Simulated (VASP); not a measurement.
Crystal: Ta4H.

```
CELL_PARAMETERS angstrom
2.88641 0.00000 0.00000
-1.44320 2.49970 0.00000
0.00000 0.00000 9.28120
ATOMIC_POSITIONS crystal
Ta 0.33333 0.66667 0.86586
Ta 0.33333 0.66667 0.37680
Ta 0.66667 0.33333 0.13414
Ta 0.66667 0.33333 0.62320
H 0.00000 0.00000 0.00000
```

The cell was generated, and may not be a known phase.

```yaml
Program: VASP 6.6.1
Task: relaxation of cell and atoms
Functional: PBE
Potentials_or_basis: VASP PAW PBE potentials, release 64 (Ta_pv, H)
Cutoff: 600 eV
k_mesh: 6 × 6 × 2
Occupations: gaussian, width 0.1 eV
Spin: no spin polarisation
```

At the start: pressure 35.2 GPa; volume 13.39 Å³/atom.

Task: Where does the relaxation end?

Result: Over 11 steps the energy falls by 256.1 meV/atom and the volume is 15.38 Å³/atom (+14.8 %); space group P-3m1 (No. 164, to 0.1 Å) before and after.

The path:
| step | energy change (eV) | largest force (eV/Å) | pressure (GPa) | volume (Å³) |
| --- | --- | --- | --- | --- |
| 1 | 0.0000 | 0.9410 | 35.18 | 66.97 |
| 2 | 1.4749 | 0.1530 | -30.44 | 99.57 |
| 3 | -1.1080 | 0.1128 | -3.08 | 78.21 |
| 4 | -1.1125 | 0.0932 | -1.52 | 77.58 |
| 5 | -1.1125 | 0.0859 | -0.97 | 77.35 |
| 6 | -1.2505 | 0.2593 | -0.59 | 77.01 |
| 7 | -1.2687 | 0.3006 | 0.04 | 76.79 |
| 8 | -1.2689 | 0.2982 | -0.02 | 76.81 |
| 9 | -1.2779 | 0.1386 | 0.04 | 76.77 |
| 10 | -1.2803 | 0.0728 | 0.14 | 76.74 |
| 11 | -1.2807 | 0.0160 | -0.28 | 76.90 |

Final structure:
```yaml
crystal:
  lattice:
    - [2.92680, 0.00000, 0.00000]
    - [-1.46340, 2.53469, 0.00000]
    - [0.00000, 0.00000, 10.36569]
  atoms:
    - { symbol: Ta, position: [0.33333, 0.66667, 0.87041] }
    - { symbol: Ta, position: [0.33333, 0.66667, 0.37600] }
    - { symbol: Ta, position: [0.66667, 0.33333, 0.12959] }
    - { symbol: Ta, position: [0.66667, 0.33333, 0.62400] }
    - { symbol: H, position: [0.00000, 0.00000, 0.00000] }
```

Caveat: the k points lie up to 0.41 Å⁻¹ apart in the final cell, too coarse for converged energies and pressures of a metal.
